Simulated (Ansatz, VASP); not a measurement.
**MnAs: VASP beside Ansatz**

INCAR

```
PREC = Accurate
ENCUT = 520
EDIFF = 1E-7
ISMEAR = 0
SIGMA = 0.05
LREAL = False
LASPH = True
NELM = 150
ALGO = Normal
ISIF = 2
LWAVE = False
LCHARG = False
ISPIN = 2
MAGMOM = 3.88 0
LORBIT = 11
LMAXMIX = 4
GGA = PE
NBANDS = 20
```

KPOINTS

```
regular mesh
0
Gamma
  12 12 12
```

File POSCAR:

```
MnAs
1.0
    0.0000000000      2.8109606322      2.8109606322
    2.8109606322      0.0000000000      2.8109606322
    2.8109606322      2.8109606322      0.0000000000
Mn As
1 1
Direct
    0.0000000000      0.0000000000      0.0000000000
    0.2500000000      0.2500000000      0.2500000000
```

Input for Ansatz:

```yaml
crystal:
  lattice:
    - [0.0, 2.8109606322, 2.8109606322]
    - [2.8109606322, 0.0, 2.8109606322]
    - [2.8109606322, 2.8109606322, 0.0]
  atoms:
    - { symbol: Mn, position: [0.0, 0.0, 0.0], spin: 3.88 }
    - { symbol: As, position: [0.25, 0.25, 0.25] }
basis:
  ecutwfc: 420
  ecutrho_ratio: 4
kpoints:
  mp_grid: { grid: [12, 12, 12] }
hamiltonian:
  xc: pbe
scf:
  occupations: { method: gaussian, width: 0.05 }
output:
  forces: true
  stress: true
  eigenvalues: true
  populations: true
magnetization:
  spin_polarized: true
```

Alike in both runs: task single point; functional PBE; k mesh 12 × 12 × 12; occupations gaussian, width 0.05 eV; collinear spin.

|  | VASP | Ansatz |
| --- | --- | --- |
| version | VASP 6.6.1 | Ansatz 0.2.0 |
| potentials or method | VASP PAW PBE potentials, release 64 (Mn_pv, As), cutoff 520 eV | scalar-relativistic, plane waves, PAW |
| valence electrons in the cell | 18 | 30 |

|  | VASP | Ansatz | Ansatz less VASP |
| --- | --- | --- | --- |
| gap on the k mesh at the Fermi level (eV) | none | none | - |
| pressure (GPa) | 1.1 | 1.0 | -0.10 |
| net moment per atom (μB) | 1.82 | 1.83 | +0.004 |
| size of the moment on the site where the two differ most (μB) | 3.59 | 3.46 | -0.130 |

Site moments also hang on the region over which each program counts them. A gap of «none» marks a metal or a gap that the smearing closes. The functional is the same, so the differences come from potentials, cutoffs and numerics. VASP's potentials hold 18 valence electrons a cell and Ansatz's 30, so a difference there can come from the potentials and not from the codes.
